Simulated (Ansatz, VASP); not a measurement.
**Be4ZnSe: VASP beside Ansatz**

```
Be Zn Se
1.0
     4.75649    0.00000    0.00000
    -2.37824    4.11924    0.00000
     0.00000    0.00000    3.74983
Be Zn Se
4 1 1
Direct
  0.33333 0.66667 0.00000
  0.64584 0.82292 0.50000
  0.17708 0.82292 0.50000
  0.17708 0.35416 0.50000
  0.00000 0.00000 0.00000
  0.66667 0.33333 0.00000
```

Change from the starting cell: species swapped into the TbAlNi4 type (P-6m2, No. 187).

Alike in both runs: functional PBE; k mesh 4 × 4 × 4; occupations gaussian, width 0.2 eV; no spin polarisation.

Ansatz relaxed the structure, and its values are those at the end. VASP's run is a single point on that final structure, the one shown.

```csv
,VASP,Ansatz
version,VASP 6.6.1,Ansatz 0.2.0
potentials or method,"VASP PAW PBE potentials, release 64 (Be, Zn, Se), cutoff 600 eV","scalar-relativistic, plane waves, PAW"
valence electrons in the cell,26,36
```

|  | VASP | Ansatz | Ansatz less VASP |
| --- | --- | --- | --- |
| gap on the k mesh at the Fermi level (eV) | none | none | - |
| pressure (GPa) | 0.1 | 0.0 | -0.14 |
| rms of the force components (eV/Å) | 0.017 | 0.017 | -0.0002 |

A gap of «none» marks a metal or a gap that the smearing closes. VASP's potentials hold 26 valence electrons a cell and Ansatz's 36, so a difference there can come from the potentials and not from the codes.

The k mesh is coarse, so the values compare programs but aren't converged.
